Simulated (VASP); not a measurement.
# SiW12 in VASP: single point with PBE+D3(BJ)

Aim: the single point of SiW12 with PBE+D3(BJ).

Everything below comes from runs of VASP 6.6.1. Logs are shortened: lines on timing, memory, paths and dates and some standing lists are left out, and cuts for length are marked.

## (1) The cell of the first run

The cell holds a slab with vacuum, 13 atoms: a = 5.664 Å, b = 5.664 Å, c = 21.150 Å, α = 90.00°, β = 90.00°, γ = 90.00°.

## (2) Single point, PBE+D3(BJ)

The input, INCAR:

```
SYSTEM = SiW12
PREC = Accurate ; ENCUT = 520
EDIFF = 1E-6 ; ISMEAR = 0
SIGMA = 0.1 ; LREAL = .FALSE.
LASPH = .TRUE. ; NELM = 60
ALGO = Normal ; ISIF = 2
LWAVE = .FALSE. ; LCHARG = .TRUE.
LDIPOL = .TRUE. ; IDIPOL = 3
DIPOL = 0.5 0.5 0.304 ; GGA = PE
IVDW = 12 ; LELF = .TRUE.
LVHAR = .TRUE. ; LVACPOTAV = .TRUE.
NBANDS = 98
```

The input, KPOINTS:

```
regular mesh
0
G
  5 5 1
  0 0 0
```

The input, POSCAR:

```
SiW12
1.0
    5.6644156868      0.0000000000      0.0000000000
    0.0000000000      5.6644156868      0.0000000000
    0.0000000000      0.0000000000     21.1500668291
W Si
12 1
Direct
    0.2500000000      0.2500000000      0.1891246979
    0.2500000000      0.7500000000      0.1891246979
    0.7500000000      0.2500000000      0.1891246979
    0.7500000000      0.7500000000      0.1891246979
    0.0000000000      0.0000000000      0.2848852803
    0.0000000000      0.5000000000      0.2848852803
    0.5000000000      0.0000000000      0.2848852803
    0.5000000000      0.5000000000      0.2848852803
    0.2500000000      0.2500000000      0.3806166143
    0.2500000000      0.7500000000      0.3806166143
    0.7500000000      0.2500000000      0.3806166143
    0.7500000000      0.7500000000      0.3806166143
    0.2500000000      0.4166666667      0.5271882552
```

Potentials or basis: VASP PAW PBE potentials, release 64 (W_sv, Si).

Launch:

```bash
cat potpaw_PBE.64/W_sv/POTCAR potpaw_PBE.64/Si/POTCAR > POTCAR
mpirun -np 1 vasp_std > vasp.out
```

OUTCAR:

```text
SYSTEM = SiW12
   PREC = Accurate
   ENCUT = 520
   EDIFF = 1E-6
   ISMEAR = 0
   LREAL = .FALSE.
   LASPH = .TRUE.
   NELM = 60
   ISIF = 2
   GGA = PE
   IVDW = 12
 IVDW          = 12

 ion  position               nearest neighbor table
   1  0.250  0.250  0.189-   2 2.83   3 2.83   2 2.83   3 2.83   7 2.85   8 2.85   5 2.85   6 2.85

   2  0.250  0.750  0.189-   1 2.83   4 2.83   1 2.83   4 2.83   7 2.85   8 2.85   5 2.85   6 2.85

   3  0.750  0.250  0.189-   1 2.83   4 2.83   4 2.83   1 2.83   7 2.85   8 2.85   5 2.85   6 2.85
[... 15 lines left out ...]
  11  0.750  0.250  0.381-   9 2.83  12 2.83  12 2.83   9 2.83   5 2.85   6 2.85   7 2.85   8 2.85

  12  0.750  0.750  0.381-  10 2.83  11 2.83  11 2.83  10 2.83   5 2.85   6 2.85   7 2.85   8 2.85

  13  0.250  0.417  0.527-   9 3.24

  LATTYP: Found a simple tetragonal cell.
 ALAT       =     5.6644156868
 C/A-ratio  =     3.7338479375

  Lattice vectors:

 A1 = (   5.6644156868,   0.0000000000,   0.0000000000)
 A2 = (   0.0000000000,   5.6644156868,   0.0000000000)
 A3 = (   0.0000000000,   0.0000000000,  21.1500668291)

Analysis of symmetry for initial positions (statically):
=====================================================================
 Subroutine PRICEL returns:
 Original cell was already a primitive cell.

 Routine SETGRP: Setting up the symmetry group for a
 simple tetragonal supercell.

 Subroutine GETGRP returns: Found  2 space group operations
 (whereof  1 operations were pure point group operations)
 out of a pool of 16 trial point group operations.

The static configuration has the point symmetry C_1 .
 The point group associated with its full space group is C_1h.

Analysis of symmetry for dynamics (positions and initial velocities):
=====================================================================
 Subroutine PRICEL returns:
 Original cell was already a primitive cell.

 Routine SETGRP: Setting up the symmetry group for a
 simple tetragonal supercell.

 Subroutine GETGRP returns: Found  2 space group operations
 (whereof  1 operations were pure point group operations)
 out of a pool of 16 trial point group operations.

The dynamic configuration has the point symmetry C_1 .
 The point group associated with its full space group is C_1h.

 Subroutine INISYM returns: Found  2 space group operations
 (whereof  1 operations are pure point group operations),
 and found     1 'primitive' translations

----------------------------------------------------------------------------------------

                                     Primitive cell

  volume of cell :     678.6127

  direct lattice vectors                    reciprocal lattice vectors
     5.664415687  0.000000000  0.000000000     0.176540716  0.000000000  0.000000000
     0.000000000  5.664415687  0.000000000     0.000000000  0.176540716  0.000000000
     0.000000000  0.000000000 21.150066829     0.000000000  0.000000000  0.047281174

  length of vectors
     5.664415687  5.664415687 21.150066829     0.176540716  0.176540716  0.047281174

  position of ions in fractional coordinates (direct lattice)
     0.250000000  0.250000000  0.189124698
     0.250000000  0.750000000  0.189124698
     0.750000000  0.250000000  0.189124698
     0.750000000  0.750000000  0.189124698
     0.000000000  0.000000000  0.284885280
     0.000000000  0.500000000  0.284885280
     0.500000000  0.000000000  0.284885280
     0.500000000  0.500000000  0.284885280
     0.250000000  0.250000000  0.380616614
     0.250000000  0.750000000  0.380616614
     0.750000000  0.250000000  0.380616614
     0.750000000  0.750000000  0.380616614
     0.250000000  0.416666667  0.527188255

  ion indices of the primitive-cell ions
   primitive index   ion index
                 1           1
                 2           2
                 3           3
                 4           4
                 5           5
                 6           6
                 7           7
                 8           8
                 9           9
                10          10
                11          11
                12          12
                13          13

----------------------------------------------------------------------------------------

 KPOINTS: regular mesh

Automatic generation of k-mesh.
 Grid dimensions read from file:
 generate k-points for:    5    5    1

 Generating k-lattice:

  Cartesian coordinates                     Fractional coordinates (reciprocal lattice)
     0.035308143  0.000000000  0.000000000     0.200000000  0.000000000  0.000000000
     0.000000000  0.035308143  0.000000000     0.000000000  0.200000000  0.000000000
     0.000000000  0.000000000  0.047281174     0.000000000  0.000000000  1.000000000

  Length of vectors
     0.035308143  0.035308143  0.047281174

  Shift w.r.t. Gamma in fractional coordinates (k-lattice)
     0.000000000  0.000000000  0.000000000

 Subroutine IBZKPT returns following result:
 ===========================================

 Found      9 irreducible k-points:

 Following reciprocal coordinates:
            Coordinates               Weight
  0.000000  0.000000  0.000000      1.000000
  0.200000  0.000000  0.000000      2.000000
  0.000000  0.200000  0.000000      2.000000
  0.400000  0.000000  0.000000      2.000000
  0.000000  0.400000  0.000000      2.000000
  0.200000  0.200000  0.000000      4.000000
  0.400000  0.200000  0.000000      4.000000
 -0.200000  0.400000  0.000000      4.000000
  0.400000  0.400000  0.000000      4.000000
   k-points           NKPTS =      9   k-points in BZ     NKDIM =      9   number of bands    NBANDS=     98
   number of dos      NEDOS =    301   number of ions     NIONS =     13
   total plane-waves  NPLWV = 282240
   dimension x,y,z NGX =    42 NGY =   42 NGZ =  160
   dimension x,y,z NGXF=    84 NGYF=   84 NGZF=  320
   ions per type =              12   1
   NGX,Y,Z   is equivalent  to a cutoff of  12.33, 12.33, 12.58 a.u.
   NGXF,Y,Z  is equivalent  to a cutoff of  24.65, 24.65, 25.15 a.u.
 SYSTEM =  SiW12
   PREC   = accura    normal or accurate (medium, high low for compatibility)
   ISTART =      0    job   : 0-new  1-cont  2-samecut
   ICHARG =      2    charge: 1-file 2-atom 10-const
   ISPIN  =      1    spin polarized calculation?
   LNONCOLLINEAR =      F non collinear calculations
   LSORBIT =      F    spin-orbit coupling
   LASPH  =      T    aspherical Exc in radial PAW
   ENCUT  =  520.0 eV  38.22 Ry    6.18 a.u.  10.53 10.53 39.33*2*pi/ulx,y,z
   NELM   =     60;   NELMIN=  2; NELMDL= -5     # of ELM steps
   EDIFF  = 0.1E-05   stopping-criterion for ELM
   LREAL  =      F    real-space projection
   EDIFFG = 0.1E-04   stopping-criterion for IOM
   NSW    =      0    number of steps for IOM
   IBRION =     -1    ionic relax: 0-MD 1-quasi-New 2-CG
   NFREE  =      0    steps in history (QN), initial steepest desc. (CG)
   ISIF   =      2    stress and relaxation
   ISYM   =      2    0-nonsym 1-usesym 2-fastsym
   POTIM  = 0.5000    time-step for ionic-motion
   TEBEG  =    0.0;   TEEND  =   0.0 temperature during run
   PSTRESS=    0.0 pullay stress
   NELECT =     172.0000    total number of electrons
   NUPDOWN=      -1.0000    fix difference up-down
   EMIN   =  10.00;   EMAX   =-10.00  energy-range for DOS
   EFERMI =   0.00;   METHOD = LEGACY
   ISMEAR =     0;   SIGMA  =   0.10  broadening in eV -4-tet -1-fermi 0-gaus
   EFERMI_NEDOS =   21; number of points for ismear=-14 and -15
   IALGO  =     38    algorithm
   IMIX   =      4    mixing-type and parameters
     AMIX     =   0.40;   BMIX     =  1.00
     AMIX_MAG =   1.60;   BMIX_MAG =  1.00
  volume/ion in A,a.u.               =      52.20       352.27
  Fermi-wavevector in a.u.,A,eV,Ry     =   1.036041  1.957834 14.604238  1.073381
  Thomas-Fermi vector in A             =   2.170413
   LORBIT       =      0    0 simple, 1 ext, 2 COOP (PROOUT), +10 PAW based schemes
   GGA     = PE    functional components
   LHFCALC =     F    Hartree Fock is set to
   AEXX    =    0.0000 exact exchange contribution
   IVDW    =    12    specifies the selected vdW correction
   LEPSILON=     F    determine dielectric tensor
   LRPA    =     F    only Hartree local field effects (RPA)
 non-spin polarized calculation
 Gauss-broadening in eV      SIGMA  =   0.10
  energy-cutoff  :      520.00
  volume of cell :      678.61
 maximum number of plane-waves:     18347
 NGX is ok and might be reduce to    42
   NGX = 21   NGY = 21   NGZ = 79

 dipolmoment           0.000000      0.000000      0.010999 electrons x Angstroem

 number of electron     171.9999987 magnetization

 dipolmoment           0.000000      0.000000     -0.054919 electrons x Angstroem

 Free energy of the ion-electron system (eV)
  ---------------------------------------------------
  ext. energy  EPLUGINS =         0.00000000
  ---------------------------------------------------
  free energy    TOTEN  =      -139.72179041 eV

  energy without entropy =     -139.59758133  energy(sigma->0) =     -139.65968587

 E-fermi :   0.3227     XC(G=0):  -5.4710

 val. band max:        0.3125969866   @ k =  -0.2000   0.4000   0.0000
 cond. band min:       0.3317559718   @ k =   0.0000   0.2000   0.0000
 fundamental gap:      0.0191589852
 Fermi energy:         0.3227153542

 k-point     1 :       0.0000    0.0000    0.0000
  band No.  band energies     occupation
      1     -73.6312      2.00000
      2     -73.5948      2.00000
      3     -73.5642      2.00000
      4     -73.5564      2.00000
      5     -73.5386      2.00000
      6     -73.5024      2.00000
[... 898 lines left out ...]
     97       1.1973      0.00000
     98       1.2413      0.00000

------------------------ aborting loop because EDIFF is reached ----------------------------------------

 Edisp (eV)   -5.13848

 E8    (eV) :    -2.7212

  FORCE on cell =-STRESS in cart. coord.  units (eV):
  Direction    XX          YY          ZZ          XY          YZ          ZX
  --------------------------------------------------------------------------------------
  -------------------------------------------------------------------------------------
  Total     -35.64006   -35.64176    -8.84390     0.00000    -0.43503     0.00000
  in kB     -84.14476   -84.14876   -20.88009     0.00000    -1.02709     0.00000
  external pressure =      -63.06 kB  Pullay stress =        0.00 kB

 VOLUME and BASIS-vectors are now :
 -----------------------------------------------------------------------------
  energy-cutoff  :      520.00
  volume of cell :      678.61
      direct lattice vectors                 reciprocal lattice vectors
     5.664415687  0.000000000  0.000000000     0.176540716  0.000000000  0.000000000
     0.000000000  5.664415687  0.000000000     0.000000000  0.176540716  0.000000000
     0.000000000  0.000000000 21.150066829     0.000000000  0.000000000  0.047281174

 POSITION                                       TOTAL-FORCE (eV/Angst)
 -----------------------------------------------------------------------------------
      1.41610      1.41610      4.00000         0.000000     -0.069298      0.222003
      1.41610      4.24831      4.00000         0.000000      0.082111      0.102892
      4.24831      1.41610      4.00000         0.000000     -0.002379      0.030870
      4.24831      4.24831      4.00000         0.000000      0.024065      0.059419
      0.00000      0.00000      6.02534        -0.141824     -0.082406     -0.347920
      0.00000      2.83221      6.02534        -0.111983      0.080267     -0.134190
      2.83221      0.00000      6.02534         0.141824     -0.082406     -0.347920
      2.83221      2.83221      6.02534         0.111983      0.080267     -0.134190
      1.41610      1.41610      8.05007         0.000000      0.182099      1.867334
      1.41610      4.24831      8.05007         0.000000     -0.101183      0.888177
      4.24831      1.41610      8.05007         0.000000      0.046305      0.439012
      4.24831      4.24831      8.05007         0.000000     -0.059094      0.230818
      1.41610      2.36017     11.15007         0.000000     -0.098348     -2.876307
 -----------------------------------------------------------------------------------
    total drift:                                0.000000     -0.000180     -0.000445

  FREE ENERGIE OF THE ION-ELECTRON SYSTEM (eV)
  ---------------------------------------------------
  free  energy   TOTEN  =      -144.8602691648 eV

  energy  without entropy=     -144.7360600907  energy(sigma->0) =     -144.79816463

 vacuum level on the upper side and lower side of the slab         4.671         4.981
```

Run time: 63 min. Hardware: 1 thread of AMD EPYC 7R13, shared host; peak memory 0.87 GiB.

Results:

- Free energy: -144.8603 eV
- Largest force: 2.878 eV/Å
- Band gap on the k mesh: zero (bands 86 and 87 overlap by 0.31 eV)
- Dispersion energy per atom: -0.395 eV

Forces in eV/Å, atoms in the order of the input:
```
W    0.000 -0.069  0.222
W    0.000  0.082  0.103
W    0.000 -0.002  0.031
W    0.000  0.024  0.059
W   -0.142 -0.082 -0.348
W   -0.112  0.080 -0.134
W    0.142 -0.082 -0.348
W    0.112  0.080 -0.134
W    0.000  0.182  1.867
W    0.000 -0.101  0.888
W    0.000  0.046  0.439
W    0.000 -0.059  0.231
Si   0.000 -0.098 -2.876
```

Caveat: spin-orbit coupling is left out, which moves the levels of the heavy elements.
